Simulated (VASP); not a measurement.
# In in VASP: single point with PBE

Aim: the single point of In with PBE.

Program: VASP 6.6.1. These are calculated values, not measurements. Logs are shortened: lines on timing, memory, paths and dates and some standing lists are left out, and cuts for length are marked.

## 1. The cell of the first run

The cell holds a slab with vacuum, 8 atoms: a = 3.378 Å, b = 5.706 Å, c = 24.768 Å, α = 90.00°, β = 90.00°, γ = 103.37°.

## 2. Single point, PBE

Contents of INCAR:

```
PREC = Accurate
ENCUT = 520
EDIFF = 1E-6
ISMEAR = -1
SIGMA = 0.05
LREAL = F
LASPH = T
NELM = 100
ALGO = Normal
ISIF = 2
LWAVE = F
LCHARG = F
LDIPOL = T
IDIPOL = 3
DIPOL = 0.5 0.5 0.500
GGA = PE
NBANDS = 62
```

Contents of KPOINTS:

```
Automatic mesh
0
Gamma
  8 5 1
```

Contents of POSCAR:

```
In
1.0
    3.3777442543      0.0000000000      0.0000000000
   -1.3195275758      5.5518387769      0.0000000000
    0.0000000000      0.0000000000     24.7680201435
In
8
Direct
    0.7113533331      0.4477228571      0.3028098312
    0.4227066663      0.8954457141      0.3591498795
    0.1340599994      0.3431685712      0.4154899277
    0.8454133326      0.7908914282      0.4718299759
    0.5567666657      0.2386142853      0.5281700241
    0.2681199989      0.6863371424      0.5845100723
    0.9794733320      0.1340599994      0.6408501205
    0.6908266652      0.5817828565      0.6971901688
```

Potentials or basis: VASP PAW PBE potentials, release 64 (In_d).

Launch:

```console
cat potpaw_PBE.64/In_d/POTCAR > POTCAR
mpirun -np 1 vasp_std > vasp.out
```

OUTCAR:

```text
PREC = Accurate
   ENCUT = 520
   EDIFF = 1E-6
   ISMEAR = -1
   LREAL = F
   LASPH = T
   NELM = 100
   ISIF = 2
   GGA = PE

 ion  position               nearest neighbor table
   1  0.711  0.448  0.303-   2 3.25   3 3.25   2 3.38   2 3.38   3 3.38
   2  0.423  0.895  0.359-   4 3.25   3 3.25   1 3.25   4 3.38   3 3.38   3 3.38   1 3.38   1 3.38

   3  0.134  0.343  0.415-   5 3.25   4 3.25   2 3.25   1 3.25   5 3.38   2 3.38   4 3.38   2 3.38
                             4 3.38   1 3.38
   4  0.845  0.791  0.472-   6 3.25   2 3.25   3 3.25   5 3.25   6 3.38   2 3.38   5 3.38   3 3.38
                             5 3.38   3 3.38
   5  0.557  0.239  0.528-   7 3.25   3 3.25   6 3.25   4 3.25   3 3.38   7 3.38   6 3.38   4 3.38
                             4 3.38   6 3.38
   6  0.268  0.686  0.585-   4 3.25   7 3.25   5 3.25   8 3.25   4 3.38   7 3.38   5 3.38   5 3.38
                             7 3.38   8 3.38
   7  0.979  0.134  0.641-   5 3.25   6 3.25   8 3.25   5 3.38   6 3.38   6 3.38   8 3.38   8 3.38

   8  0.691  0.582  0.697-   7 3.25   6 3.25   7 3.38   7 3.38   6 3.38

  LATTYP: Found a simple monoclinic cell.
 ALAT       =     3.3777442543
 B/A-ratio  =     7.3327103175
 C/A-ratio  =     1.6894391529
 COS(beta)  =    -0.2312326477

  Lattice vectors:

 A1 = (   3.3777442543,   0.0000000000,   0.0000000000)
 A2 = (   0.0000000000,   0.0000000000, -24.7680201435)
 A3 = (  -1.3195275758,   5.5518387769,   0.0000000000)

Analysis of symmetry for initial positions (statically):
=====================================================================
 Subroutine PRICEL returns:
 Original cell was already a primitive cell.

 Routine SETGRP: Setting up the symmetry group for a
 simple monoclinic supercell.

 Subroutine GETGRP returns: Found  2 space group operations
 (whereof  1 operations were pure point group operations)
 out of a pool of  4 trial point group operations.

The static configuration has the point symmetry C_1 .
 The point group associated with its full space group is S_2 .

Analysis of symmetry for dynamics (positions and initial velocities):
=====================================================================
 Subroutine PRICEL returns:
 Original cell was already a primitive cell.

 Routine SETGRP: Setting up the symmetry group for a
 simple monoclinic supercell.

 Subroutine GETGRP returns: Found  2 space group operations
 (whereof  1 operations were pure point group operations)
 out of a pool of  4 trial point group operations.

The dynamic configuration has the point symmetry C_1 .
 The point group associated with its full space group is S_2 .

 Subroutine INISYM returns: Found  2 space group operations
 (whereof  1 operations are pure point group operations),
 and found     1 'primitive' translations

----------------------------------------------------------------------------------------

                                     Primitive cell

  volume of cell :     464.4670

  direct lattice vectors                    reciprocal lattice vectors
     3.377744254  0.000000000  0.000000000     0.296055570  0.070364703  0.000000000
    -1.319527576  5.551838777  0.000000000     0.000000000  0.180120504  0.000000000
     0.000000000  0.000000000 24.768020143     0.000000000  0.000000000  0.040374644

  length of vectors
     3.377744254  5.706493392 24.768020143     0.304302632  0.180120504  0.040374644

  position of ions in fractional coordinates (direct lattice)
     0.711353333  0.447722857  0.302809831
     0.422706666  0.895445714  0.359149880
     0.134059999  0.343168571  0.415489928
     0.845413333  0.790891428  0.471829976
     0.556766666  0.238614285  0.528170024
     0.268119999  0.686337142  0.584510072
     0.979473332  0.134059999  0.640850120
     0.690826665  0.581782856  0.697190169

  ion indices of the primitive-cell ions
   primitive index   ion index
                 1           1
                 2           2
                 3           3
                 4           4
                 5           5
                 6           6
                 7           7
                 8           8

----------------------------------------------------------------------------------------

 KPOINTS: Automatic mesh

Automatic generation of k-mesh.
 Grid dimensions read from file:
 generate k-points for:    8    5    1

 Generating k-lattice:

  Cartesian coordinates                     Fractional coordinates (reciprocal lattice)
     0.037006946  0.008795588  0.000000000     0.125000000 -0.000000000  0.000000000
     0.000000000  0.036024101  0.000000000     0.000000000  0.200000000  0.000000000
     0.000000000  0.000000000  0.040374644     0.000000000  0.000000000  1.000000000

  Length of vectors
     0.038037829  0.036024101  0.040374644

  Shift w.r.t. Gamma in fractional coordinates (k-lattice)
     0.000000000  0.000000000  0.000000000

 Subroutine IBZKPT returns following result:
 ===========================================

 Found     21 irreducible k-points:

 Following reciprocal coordinates:
            Coordinates               Weight
  0.000000  0.000000  0.000000      1.000000
  0.125000  0.000000  0.000000      2.000000
  0.250000  0.000000  0.000000      2.000000
  0.375000  0.000000  0.000000      2.000000
  0.500000  0.000000  0.000000      1.000000
  0.000000  0.200000  0.000000      2.000000
[... 13 lines left out ...]
 -0.250000  0.400000  0.000000      2.000000
 -0.125000  0.400000  0.000000      2.000000
   k-points           NKPTS =     21   k-points in BZ     NKDIM =     21   number of bands    NBANDS=     62
   number of dos      NEDOS =    301   number of ions     NIONS =      8
   total plane-waves  NPLWV = 225792
   dimension x,y,z NGX =    28 NGY =   42 NGZ =  192
   dimension x,y,z NGXF=    56 NGYF=   84 NGZF=  384
   ions per type =               8
   NGX,Y,Z   is equivalent  to a cutoff of  13.78, 12.24, 12.89 a.u.
   NGXF,Y,Z  is equivalent  to a cutoff of  27.56, 24.47, 25.77 a.u.
 SYSTEM =  unknown system
   PREC   = accura    normal or accurate (medium, high low for compatibility)
   ISTART =      0    job   : 0-new  1-cont  2-samecut
   ICHARG =      2    charge: 1-file 2-atom 10-const
   ISPIN  =      1    spin polarized calculation?
   LNONCOLLINEAR =      F non collinear calculations
   LSORBIT =      F    spin-orbit coupling
   LASPH  =      T    aspherical Exc in radial PAW
   ENCUT  =  520.0 eV  38.22 Ry    6.18 a.u.   6.28 10.61 46.05*2*pi/ulx,y,z
   NELM   =    100;   NELMIN=  2; NELMDL= -5     # of ELM steps
   EDIFF  = 0.1E-05   stopping-criterion for ELM
   LREAL  =      F    real-space projection
[... 7 lines left out ...]
   TEBEG  =    0.0;   TEEND  =   0.0 temperature during run
   PSTRESS=    0.0 pullay stress
   NELECT =     104.0000    total number of electrons
   NUPDOWN=      -1.0000    fix difference up-down
   EMIN   =  10.00;   EMAX   =-10.00  energy-range for DOS
   EFERMI =   0.00;   METHOD = LEGACY
   ISMEAR =    -1;   SIGMA  =   0.05  broadening in eV -4-tet -1-fermi 0-gaus
   EFERMI_NEDOS =   21; number of points for ismear=-14 and -15
   IALGO  =     38    algorithm
   IMIX   =      4    mixing-type and parameters
     AMIX     =   0.40;   BMIX     =  1.00
     AMIX_MAG =   1.60;   BMIX_MAG =  1.00
  volume/ion in A,a.u.               =      58.06       391.80
  Fermi-wavevector in a.u.,A,eV,Ry     =   0.994110  1.878595 13.446013  0.988254
  Thomas-Fermi vector in A             =   2.126038
   LORBIT       =      0    0 simple, 1 ext, 2 COOP (PROOUT), +10 PAW based schemes
   GGA     = PE    functional components
   LHFCALC =     F    Hartree Fock is set to
   AEXX    =    0.0000 exact exchange contribution
   IVDW    =     0    specifies the selected vdW correction
   LEPSILON=     F    determine dielectric tensor
   LRPA    =     F    only Hartree local field effects (RPA)
 non-spin polarized calculation
  energy-cutoff  :      520.00
  volume of cell :      464.47
 maximum number of plane-waves:     12539
 NGX is ok and might be reduce to    28
   NGX = 13   NGY = 21   NGZ = 93

 dipolmoment           0.000000      0.000000     -0.000000 electrons x Angstroem

 number of electron     104.0000002 magnetization

 dipolmoment           0.000000      0.000000      0.000004 electrons x Angstroem

 Free energy of the ion-electron system (eV)
  ---------------------------------------------------
  ext. energy  EPLUGINS =         0.00000000
  ---------------------------------------------------
  free energy    TOTEN  =       -19.64119630 eV

  energy without entropy =      -19.60733950  energy(sigma->0) =      -19.62426790

 E-fermi :   1.2811     XC(G=0):  -5.3467

 val. band max:        1.2778286833   @ k =   0.3750   0.0000   0.0000
 cond. band min:       1.2850027877   @ k =  -0.1250   0.4000   0.0000
 fundamental gap:      0.0071741044
 Fermi energy:         1.2810902276

 k-point     1 :       0.0000    0.0000    0.0000
  band No.  band energies     occupation
      1     -13.4289      2.00000
      2     -13.4230      2.00000
      3     -13.4076      2.00000
      4     -13.4018      2.00000
      5     -13.3921      2.00000
      6     -13.3899      2.00000
[... 54 lines left out ...]
     61       5.7387      0.00000
     62       6.3119      0.00000

 k-point     2 :       0.1250    0.0000    0.0000
  band No.  band energies     occupation
      1     -13.4051      2.00000
      2     -13.4021      2.00000
      3     -13.3881      2.00000
      4     -13.3795      2.00000
      5     -13.3739      2.00000
      6     -13.3699      2.00000
[... 1224 lines left out ...]
     61       4.6708      0.00000
     62       4.8202      0.00000

 k-point    21 :      -0.1250    0.4000    0.0000
  band No.  band energies     occupation
      1     -13.4760      2.00000
      2     -13.4355      2.00000
      3     -13.4176      2.00000
      4     -13.4122      2.00000
      5     -13.4006      2.00000
      6     -13.3822      2.00000
[... 54 lines left out ...]
     61       5.5881      0.00000
     62       5.7068      0.00000

------------------------ aborting loop because EDIFF is reached ----------------------------------------

 vacuum level on the upper side and lower side of the slab       (xc-potential included)        -0.145        -0.145

  FORCE on cell =-STRESS in cart. coord.  units (eV):
  Direction    XX          YY          ZZ          XY          YZ          ZX
  --------------------------------------------------------------------------------------
  -------------------------------------------------------------------------------------
  Total       -0.8137043     -0.3455963      1.3974217     -0.3328376      0.7197036      0.1684983
  in kB       -2.8068700     -1.1921331      4.8204010     -1.1481220      2.4826148      0.5812343
  external PRESSURE =       0.2737993 kB  Pullay stress =       0.0000000 kB

 VOLUME and BASIS-vectors are now :
 -----------------------------------------------------------------------------
  energy-cutoff  :      520.00
  volume of cell :      464.47
      direct lattice vectors                 reciprocal lattice vectors
     3.377744254  0.000000000  0.000000000     0.296055570  0.070364703  0.000000000
    -1.319527576  5.551838777  0.000000000     0.000000000  0.180120504  0.000000000
     0.000000000  0.000000000 24.768020143     0.000000000  0.000000000  0.040374644

 POSITION                                       TOTAL-FORCE (eV/Angst)
 -----------------------------------------------------------------------------------
      1.81199      2.48569      7.50000        -0.005926     -0.080832     -0.070757
      0.24623      4.97137      8.89543        -0.026897      0.013550     -0.166622
     -0.00000      1.90522     10.29086         0.023338     -0.000555      0.057710
      1.81199      4.39090     11.68629        -0.014960     -0.016187      0.095007
      1.56576      1.32475     13.08173         0.014960      0.016187     -0.095007
      0.00000      3.81043     14.47716        -0.023338      0.000555     -0.057710
      3.13151      0.74428     15.87259         0.026897     -0.013550      0.166622
      1.56576      3.22996     17.26802         0.005926      0.080832      0.070757
 -----------------------------------------------------------------------------------
    total drift:                                0.000025     -0.000001      0.000341

  FREE ENERGIE OF THE ION-ELECTRON SYSTEM (eV)
  ---------------------------------------------------
  free  energy   TOTEN  =       -19.6411963016 eV

  energy  without entropy=      -19.6073395006  energy(sigma->0) =      -19.62426790

 vacuum level on the upper side and lower side of the slab         5.024         5.024
```

Run time: 36 min. Hardware: 1 thread of AMD EPYC 7R13, shared host; peak memory 0.74 GiB.

Results:

| Item | Value |
| --- | --- |
| Free energy | -19.6412 eV |
| Largest force | 0.169 eV/Å |
| Band gap on the k mesh | zero (band 52 reaches 2.35 eV, above the bottom of band 53 at 0.41 eV) |

Forces on the atoms (eV/Å):
```
In  -0.006 -0.081 -0.071
In  -0.027  0.014 -0.167
In   0.023 -0.001  0.058
In  -0.015 -0.016  0.095
In   0.015  0.016 -0.095
In  -0.023  0.001 -0.058
In   0.027 -0.014  0.167
In   0.006  0.081  0.071
```

Levels at points of the mesh, in eV from the Fermi level:
| k point | band 49 | band 50 | band 51 | band 52 | band 53 | band 54 | band 55 | band 56 |
| --- | --- | --- | --- | --- | --- | --- | --- | --- |
| (0.00, 0.00, 0.00) | -2.89 | -1.73 | -0.95 | -0.82 | 0.01 | 0.88 | 1.00 | 2.20 |
| (0.50, 0.00, 0.00) | -1.92 | -1.33 | -1.17 | -1.00 | -0.62 | -0.32 | 0.66 | 0.99 |

Caveat: spin-orbit coupling is left out, which moves the levels of the heavy elements.
